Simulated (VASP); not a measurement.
Runs of VASP 6.6.1 on Al. The structure is that of space group Fm-3m (No. 225), or close to it. The cells are those of the table. 

| cell | gap on the mesh (eV) | pressure (GPa) |
| --- | --- | --- |
| a = 2.825 Å, angles 60.0°, 1 atom | none | 3.0 |
| a = 2.920 Å, angles 60.0°, 1 atom | none | -4.3 |
| a = 2.844 Å, angles 60.0°, 1 atom | none | 1.2 |
| a = 2.882 Å, angles 60.0°, 1 atom | none | (b) |
| a = 2.864 Å, angles 60.0°, 1 atom | none | (a) |

Alike in all rows: task single point; level PBE; potentials or basis VASP PAW PBE potentials, release 64 (Al); no spin polarisation; k mesh 12 × 12 × 12; cutoff (eV) 520; smearing fermi-dirac 0.1 eV.

**Question.** Estimate the missing entries.

**Answer.** (a) -0.4; (b) -1.9.

A gap of «none» marks levels without a gap at the run's occupations.
